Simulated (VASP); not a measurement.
# InSe in VASP: further runs

InSe is run at these levels: PBE+D3(BJ); tasks: single point.

Program: VASP 6.6.1. These are calculated values, not measurements. Logs are shortened: lines on timing, memory, paths and dates and some standing lists are left out, and cuts for length are marked.

### 1 The cell of the first run

The cell holds a slab with vacuum, 8 atoms: a = 4.027 Å, b = 4.027 Å, c = 28.271 Å, α = 90.00°, β = 90.00°, γ = 120.00°.

### 2 Single point, PBE+D3(BJ) (layers slid over each other)

File INCAR:

```
SYSTEM = InSe
PREC = Accurate ; ENCUT = 520
EDIFF = 1E-6 ; ISMEAR = 0
SIGMA = 0.05 ; LREAL = .FALSE.
LASPH = .TRUE. ; NELM = 100
ALGO = Normal ; ISIF = 2
LWAVE = .FALSE. ; LCHARG = .TRUE.
LDIPOL = .TRUE. ; IDIPOL = 3
DIPOL = 0.5 0.5 0.412 ; GGA = PE
IVDW = 12 ; LELF = .TRUE.
LVHAR = .TRUE. ; LVACPOTAV = .TRUE.
NBANDS = 48
```

File KPOINTS:

```
regular mesh
0
G
  9 9 1
  0 0 0
```

File POSCAR:

```
InSe
1.0
    4.0266104108      0.0000000000      0.0000000000
   -2.0133052054      3.4871469069      0.0000000000
    0.0000000000      0.0000000000     28.2707105452
Se In
4 4
Direct
    0.0000000000      0.0000000000      0.1591753413
    0.0000000000      0.0000000000      0.3496677332
    0.0000000000      0.8888888889      0.4738244994
    0.0000000000      0.8888888889      0.6643168913
    0.6666666667      0.3333333333      0.2049979888
    0.6666666667      0.3333333333      0.3038451603
   -0.6666666667      0.5555555556      0.5196471469
   -0.6666666667      0.5555555556      0.6184943184
```

Potentials or basis: VASP PAW PBE potentials, release 64 (Se, In_d).

On the command line:

```
> cat potpaw_PBE.64/Se/POTCAR potpaw_PBE.64/In_d/POTCAR > POTCAR
> mpirun -np 1 vasp_std > vasp.out
```

OUTCAR:

```text
SYSTEM = InSe
   PREC = Accurate
   ENCUT = 520
   EDIFF = 1E-6
   ISMEAR = 0
   LREAL = .FALSE.
   LASPH = .TRUE.
   NELM = 100
   ISIF = 2
   GGA = PE
   IVDW = 12
 IVDW          = 12

 ion  position               nearest neighbor table
   1  0.000  0.000  0.159-   5 2.66   5 2.66   5 2.66
   2  0.000  0.000  0.350-   6 2.66   6 2.66   6 2.66
   3  0.000  0.889  0.474-   7 2.66   7 2.66   7 2.66
   4  0.000  0.889  0.664-   8 2.66   8 2.66   8 2.66
   5  0.667  0.333  0.205-   1 2.66   1 2.66   1 2.66   6 2.79
   6  0.667  0.333  0.304-   2 2.66   2 2.66   2 2.66   5 2.79
   7  0.333  0.556  0.520-   3 2.66   3 2.66   3 2.66   8 2.79
   8  0.333  0.556  0.618-   4 2.66   4 2.66   4 2.66   7 2.79

  LATTYP: Found a hexagonal cell.
 ALAT       =     4.0266104108
 C/A-ratio  =     7.0209699129

  Lattice vectors:

 A1 = (   4.0266104108,   0.0000000000,   0.0000000000)
 A2 = (  -2.0133052054,   3.4871469069,   0.0000000000)
 A3 = (   0.0000000000,   0.0000000000,  28.2707105452)

Analysis of symmetry for initial positions (statically):
=====================================================================
 Subroutine PRICEL returns:
 Original cell was already a primitive cell.

 Routine SETGRP: Setting up the symmetry group for a
 hexagonal supercell.

 Subroutine GETGRP returns: Found  2 space group operations
 (whereof  1 operations were pure point group operations)
 out of a pool of 24 trial point group operations.

The static configuration has the point symmetry C_1 .
 The point group associated with its full space group is S_2 .

Analysis of symmetry for dynamics (positions and initial velocities):
=====================================================================
 Subroutine PRICEL returns:
 Original cell was already a primitive cell.

 Routine SETGRP: Setting up the symmetry group for a
 hexagonal supercell.

 Subroutine GETGRP returns: Found  2 space group operations
 (whereof  1 operations were pure point group operations)
 out of a pool of 24 trial point group operations.

The dynamic configuration has the point symmetry C_1 .
 The point group associated with its full space group is S_2 .

 Subroutine INISYM returns: Found  2 space group operations
 (whereof  1 operations are pure point group operations),
 and found     1 'primitive' translations

----------------------------------------------------------------------------------------
[... 115 lines left out ...]
   PSTRESS=    0.0 pullay stress
   NELECT =      76.0000    total number of electrons
   NUPDOWN=      -1.0000    fix difference up-down
   EMIN   =  10.00;   EMAX   =-10.00  energy-range for DOS
   EFERMI =   0.00;   METHOD = LEGACY
   ISMEAR =     0;   SIGMA  =   0.05  broadening in eV -4-tet -1-fermi 0-gaus
   EFERMI_NEDOS =   21; number of points for ismear=-14 and -15
   IALGO  =     38    algorithm
   IMIX   =      4    mixing-type and parameters
     AMIX     =   0.40;   BMIX     =  1.00
     AMIX_MAG =   1.60;   BMIX_MAG =  1.00
  volume/ion in A,a.u.               =      49.62       334.85
  Fermi-wavevector in a.u.,A,eV,Ry     =   0.943548  1.783047 12.113024  0.890282
  Thomas-Fermi vector in A             =   2.071266
   LORBIT       =      0    0 simple, 1 ext, 2 COOP (PROOUT), +10 PAW based schemes
   GGA     = PE    functional components
   LHFCALC =     F    Hartree Fock is set to
   AEXX    =    0.0000 exact exchange contribution
   IVDW    =    12    specifies the selected vdW correction
   LEPSILON=     F    determine dielectric tensor
   LRPA    =     F    only Hartree local field effects (RPA)
 non-spin polarized calculation
 Gauss-broadening in eV      SIGMA  =   0.05
  energy-cutoff  :      520.00
  volume of cell :      396.96
 maximum number of plane-waves:     10749
 NGX is ok and might be reduce to    30
   NGX = 15   NGY = 15   NGZ =105

 dipolmoment           0.000000      0.000000      0.000004 electrons x Angstroem

 number of electron      75.9999998 magnetization

 dipolmoment           0.000000      0.000000     -0.000024 electrons x Angstroem

 Free energy of the ion-electron system (eV)
  ---------------------------------------------------
  ext. energy  EPLUGINS =         0.00000000
  ---------------------------------------------------
  free energy    TOTEN  =       -28.35102102 eV

  energy without entropy =      -28.35102102  energy(sigma->0) =      -28.35102102

 E-fermi :   0.0885     XC(G=0):  -5.6765

 val. band max:       -0.1652412834   @ k =   0.1111   0.0000   0.0000
 cond. band min:       0.9483805552   @ k =   0.0000   0.0000   0.0000
 fundamental gap:      1.1136218385
 Fermi energy:         0.0884509903

 k-point     1 :       0.0000    0.0000    0.0000
  band No.  band energies     occupation
      1     -14.5139      2.00000
      2     -14.5136      2.00000
      3     -14.3310      2.00000
      4     -14.3308      2.00000
      5     -14.3304      2.00000
      6     -14.3303      2.00000
[... 1213 lines left out ...]
     47       4.4537      0.00000
     48       4.5615      0.00000

 [... further k-points ...]

------------------------ aborting loop because EDIFF is reached ----------------------------------------

 Edisp (eV)   -1.99162

 E8    (eV) :    -0.9331

  FORCE on cell =-STRESS in cart. coord.  units (eV):
  Direction    XX          YY          ZZ          XY          YZ          ZX
  --------------------------------------------------------------------------------------
  -------------------------------------------------------------------------------------
  Total      -0.06270    -0.04151     0.29793    -0.00434    -0.12097     0.06909
  in kB      -0.25308    -0.16752     1.20247    -0.01752    -0.48826     0.27885
  external pressure =        0.26 kB  Pullay stress =        0.00 kB

 VOLUME and BASIS-vectors are now :
 -----------------------------------------------------------------------------
  energy-cutoff  :      520.00
  volume of cell :      396.96
      direct lattice vectors                 reciprocal lattice vectors
     4.026610411  0.000000000  0.000000000     0.248347840  0.143383693  0.000000000
    -2.013305205  3.487146907  0.000000000     0.000000000  0.286767385  0.000000000
     0.000000000  0.000000000 28.270710545     0.000000000  0.000000000  0.035372298

 POSITION                                       TOTAL-FORCE (eV/Angst)
 -----------------------------------------------------------------------------------
      0.00000      0.00000      4.50000        -0.000547      0.000850     -0.011046
      0.00000      0.00000      9.88536        -0.017139      0.028195     -0.042742
     -1.78960      3.09969     13.39536         0.017139     -0.028195      0.042742
     -1.78960      3.09969     18.78071         0.000547     -0.000850      0.011046
      2.01331      1.16238      5.79544        -0.001421      0.002181      0.009479
      2.01331      1.16238      8.58992         0.002416     -0.002361     -0.027103
      0.22370      1.93730     14.69079        -0.002416      0.002361      0.027103
      0.22370      1.93730     17.48527         0.001421     -0.002181     -0.009479
 -----------------------------------------------------------------------------------
    total drift:                                0.000083     -0.000141     -0.003092

  FREE ENERGIE OF THE ION-ELECTRON SYSTEM (eV)
  ---------------------------------------------------
  free  energy   TOTEN  =       -30.3426372377 eV

  energy  without entropy=      -30.3426372377  energy(sigma->0) =      -30.34263724

 vacuum level on the upper side and lower side of the slab         5.502         5.502
```

stdout:

```text
POSCAR found type information on POSCAR SeIn
 POSCAR found :  2 types and       8 ions
 scaLAPACK will be used
 LDA part: xc-table for (Slater+PW92), standard interpolation
 POSCAR, INCAR and KPOINTS ok, starting setup
 FFT: planning ... GRIDC
 FFT: planning ... GRID_SOFT
 FFT: planning ... GRID
 WAVECAR not read
 entering main loop
 -----------------------------------------------------------------------------
|                                                                             |
|           W    W    AA    RRRRR   N    N  II  N    N   GGGG   !!!           |
|           W    W   A  A   R    R  NN   N  II  NN   N  G    G  !!!           |
|           W    W  A    A  R    R  N N  N  II  N N  N  G       !!!           |
|           W WW W  AAAAAA  RRRRR   N  N N  II  N  N N  G  GGG   !            |
|           WW  WW  A    A  R   R   N   NN  II  N   NN  G    G                |
|           W    W  A    A  R    R  N    N  II  N    N   GGGG   !!!           |
|                                                                             |
|     Did not find any points to average over, which means that no vacuum     |
|     field-free region was found. Please increase the size of  your cell     |
|     in the dimension of the dipole correction to obtain accurate            |
|     workfunction values.                                                    |
|                                                                             |
 -----------------------------------------------------------------------------
```

It took 23 min on 1 thread of Oxide Virtual Turin-like, shared host; peak memory 0.79 GiB.

What came out:

| Property | Result |
| --- | --- |
| Free energy | -30.3426 eV |
| Largest force | 0.054 eV/Å |
| Band gap on the k mesh | 1.11 eV (least direct gap 1.17 eV) |
| Dispersion energy per atom | -0.249 eV |

Forces in eV/Å, atoms in the order of the input:
```
Se  -0.001  0.001 -0.011
Se  -0.017  0.028 -0.043
Se   0.017 -0.028  0.043
Se   0.001 -0.001  0.011
In  -0.001  0.002  0.009
In   0.002 -0.002 -0.027
In  -0.002  0.002  0.027
In   0.001 -0.002 -0.009
```

Levels at points of the mesh, in eV from the valence-band top:
```csv
k point,band 36,band 37,band 38,band 39,band 40,band 41
"(0.00, 0.00, 0.00)",-0.69,-0.69,-0.06,1.11,1.61,2.44
```

Caveat: the cell differs from its parent crystal (layers slid over each other); spin-orbit coupling is left out, which moves the levels of the heavy elements.

### 3 Single point, PBE+D3(BJ) (layers slid over each other)

File INCAR:

```
ALGO     = Normal         # electronic algorithm
DIPOL    = 0.5 0.5 0.412
EDIFF    = 1E-6           # SCF threshold, eV
ENCUT    = 520            # plane-wave cutoff, eV
GGA      = PE             # functional
IDIPOL   = 3            
ISIF     = 2              # what is computed and relaxed
ISMEAR   = 0              # smearing method
IVDW     = 12             # dispersion correction
LASPH    = True           # aspherical terms in the spheres
LCHARG   = False          # write CHGCAR
LDIPOL   = True         
LREAL    = False          # projectors in reciprocal space
LWAVE    = False          # write WAVECAR
NBANDS   = 48             # bands
NELM     = 100            # most SCF steps
PREC     = Accurate       # precision mode
SIGMA    = 0.05           # smearing width, eV
```

File KPOINTS:

```
k-points
0
Gamma
  9 9 1
```

File POSCAR:

```
InSe
1.0
    4.0266104108      0.0000000000      0.0000000000
   -2.0133052054      3.4871469069      0.0000000000
    0.0000000000      0.0000000000     28.2707105452
Se In
4 4
Direct
    0.0000000000      0.0000000000      0.1591753413
    0.0000000000      0.0000000000      0.3496677332
    0.4444444444      0.1111111111      0.4738244994
    0.4444444444      0.1111111111      0.6643168913
    0.6666666667      0.3333333333      0.2049979888
    0.6666666667      0.3333333333      0.3038451603
   -0.2222222222     -0.2222222222      0.5196471469
   -0.2222222222     -0.2222222222      0.6184943184
```

Potentials or basis: VASP PAW PBE potentials, release 64 (Se, In_d).

On the command line:

```
> cat potpaw_PBE.64/Se/POTCAR potpaw_PBE.64/In_d/POTCAR > POTCAR
> mpirun -np 1 vasp_std > vasp.out
```

OUTCAR:

```text
EDIFF = 1E-6
   ENCUT = 520
   GGA = PE
   ISIF = 2
   ISMEAR = 0
   IVDW = 12
   LASPH = True
   LREAL = False
   NELM = 100
   PREC = Accurate
 IVDW          = 12

 ion  position               nearest neighbor table
   1  0.000  0.000  0.159-   5 2.66   5 2.66   5 2.66
   2  0.000  0.000  0.350-   6 2.66   6 2.66   6 2.66
   3  0.444  0.111  0.474-   7 2.66   7 2.66   7 2.66
   4  0.444  0.111  0.664-   8 2.66   8 2.66   8 2.66
   5  0.667  0.333  0.205-   1 2.66   1 2.66   1 2.66   6 2.79
   6  0.667  0.333  0.304-   2 2.66   2 2.66   2 2.66   5 2.79
   7  0.778  0.778  0.520-   3 2.66   3 2.66   3 2.66   8 2.79
[... 1450 lines left out ...]
  Total      -0.00738    -0.10392    -0.36582     0.01926     0.04269     0.10811
  in kB      -0.02978    -0.41943    -1.47649     0.07774     0.17229     0.43636
  external pressure =       -0.64 kB  Pullay stress =        0.00 kB

 VOLUME and BASIS-vectors are now :
 -----------------------------------------------------------------------------
  energy-cutoff  :      520.00
  volume of cell :      396.96
      direct lattice vectors                 reciprocal lattice vectors
     4.026610411  0.000000000  0.000000000     0.248347840  0.143383693  0.000000000
    -2.013305205  3.487146907  0.000000000     0.000000000  0.286767385  0.000000000
     0.000000000  0.000000000 28.270710545     0.000000000  0.000000000  0.035372298

 POSITION                                       TOTAL-FORCE (eV/Angst)
 -----------------------------------------------------------------------------------
      0.00000      0.00000      4.50000        -0.000768     -0.000115     -0.011876
      0.00000      0.00000      9.88536        -0.024502     -0.005056      0.057633
      1.56590      0.38746     13.39536         0.024502      0.005056     -0.057633
      1.56590      0.38746     18.78071         0.000768      0.000115      0.011876
      2.01331      1.16238      5.79544        -0.001844     -0.000144      0.013781
      2.01331      1.16238      8.58992         0.001506     -0.003574      0.017518
      1.56590      2.71223     14.69079        -0.001506      0.003574     -0.017518
      1.56590      2.71223     17.48527         0.001844      0.000144     -0.013781
 -----------------------------------------------------------------------------------
    total drift:                                0.000081      0.000142     -0.003097

  FREE ENERGIE OF THE ION-ELECTRON SYSTEM (eV)
  ---------------------------------------------------
  free  energy   TOTEN  =       -30.3907891117 eV

  energy  without entropy=      -30.3907891117  energy(sigma->0) =      -30.39078911

 vacuum level on the upper side and lower side of the slab         5.383         5.384
```

OSZICAR:

```text
N       E                     dE             d eps       ncg     rms          rms(c)
DAV:   1     0.720167041400E+03    0.72017E+03   -0.32720E+04  4096   0.150E+03
DAV:   2     0.747116980423E+02   -0.64546E+03   -0.62568E+03  4096   0.382E+02
DAV:   3    -0.230438473243E+02   -0.97756E+02   -0.95621E+02  4848   0.177E+02
[... 15 lines left out ...]
DAV:  19    -0.283959809795E+02   -0.91051E-05   -0.15482E-07  2808   0.504E-03    0.851E-04
DAV:  20    -0.283959884192E+02   -0.74398E-05   -0.11744E-07  2800   0.222E-03    0.918E-04
DAV:  21    -0.283959926934E+02   -0.42741E-05   -0.85906E-08  2632   0.273E-03    0.623E-04
DAV:  22    -0.283959949284E+02   -0.22350E-05   -0.57118E-08  2576   0.276E-03    0.158E-04
DAV:  23    -0.283959954053E+02   -0.47694E-06   -0.23491E-08  2408   0.934E-04
   1 F= -.30390789E+02 E0= -.30390789E+02  d E =-.127652E-15
```

stdout:

```text
POSCAR found type information on POSCAR SeIn
 POSCAR found :  2 types and       8 ions
 scaLAPACK will be used
 LDA part: xc-table for (Slater+PW92), standard interpolation
 POSCAR, INCAR and KPOINTS ok, starting setup
 FFT: planning ... GRIDC
 FFT: planning ... GRID_SOFT
 FFT: planning ... GRID
 WAVECAR not read
 entering main loop
```

Wall time 16 min (1 thread of Oxide Virtual Turin-like, shared host); peak memory 0.8 GiB.

What came out:

- Free energy: -30.3908 eV
- Largest force: 0.063 eV/Å
- Band gap on the k mesh: 1.20 eV (least direct gap 1.24 eV)
- Dispersion energy per atom: -0.249 eV

Forces in eV/Å, atoms in the order of the input:
```
Se  -0.001  0.000 -0.012
Se  -0.025 -0.005  0.058
Se   0.025  0.005 -0.058
Se   0.001  0.000  0.012
In  -0.002  0.000  0.014
In   0.002 -0.004  0.018
In  -0.002  0.004 -0.018
In   0.002  0.000 -0.014
```

Levels at points of the mesh, in eV from the valence-band top:
| k point | band 35 | band 36 | band 37 | band 38 | band 39 | band 40 | band 41 | band 42 |
| --- | --- | --- | --- | --- | --- | --- | --- | --- |
| (0.00, 0.00, 0.00) | -0.63 | -0.61 | -0.60 | -0.04 | 1.20 | 1.69 | 2.57 | 2.63 |

Caveat: the cell differs from its parent crystal (layers slid over each other); spin-orbit coupling is left out, which moves the levels of the heavy elements.
